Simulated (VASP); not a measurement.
A run of VASP 6.6.1:

INCAR

```
SYSTEM = Bi
  PREC = Accurate
  ENCUT = 520
  EDIFF = 1E-8
  ISMEAR = -1
  SIGMA = 0.03
  LREAL = .FALSE.
  LASPH = .TRUE.
  NELM = 60
  ALGO = Normal
  ISIF = 2
  LWAVE = .FALSE.
  LCHARG = .FALSE.
  GGA = PS
  LEFG = .TRUE.
  NBANDS = 22
```

Contents of KPOINTS:

```
Automatic mesh
0
G
  9 9 3
  0 0 0
```

The input POSCAR:

```
Bi
1.0
    4.5390002997      0.0000000000      0.0000000000
   -2.2695001499      3.9308895674      0.0000000000
    0.0000000000      0.0000000000     12.1838700000
Bi
2
Direct
    0.3333333333      0.6666666667      0.2500000000
    0.6666666667      0.3333333333      0.7500000000
```

Potentials or basis: VASP PAW PBE potentials, release 64 (Bi_d).

Run with:

```sh
$ cat potpaw_PBE.64/Bi_d/POTCAR > POTCAR
$ mpirun -np 1 vasp_std > vasp.out
```

Hardware: 1 thread of Intel(R) Xeon(R) 6975P-C (Granite Rapids), with other jobs on the host.

Problem. How long does it take, and how much memory?

Solution. Run time: 43 s on 1 thread of Intel(R) Xeon(R) 6975P-C (Granite Rapids), with other jobs on the host, peak memory 0.36 GiB. Counts: scf iterations 15, k points 24.
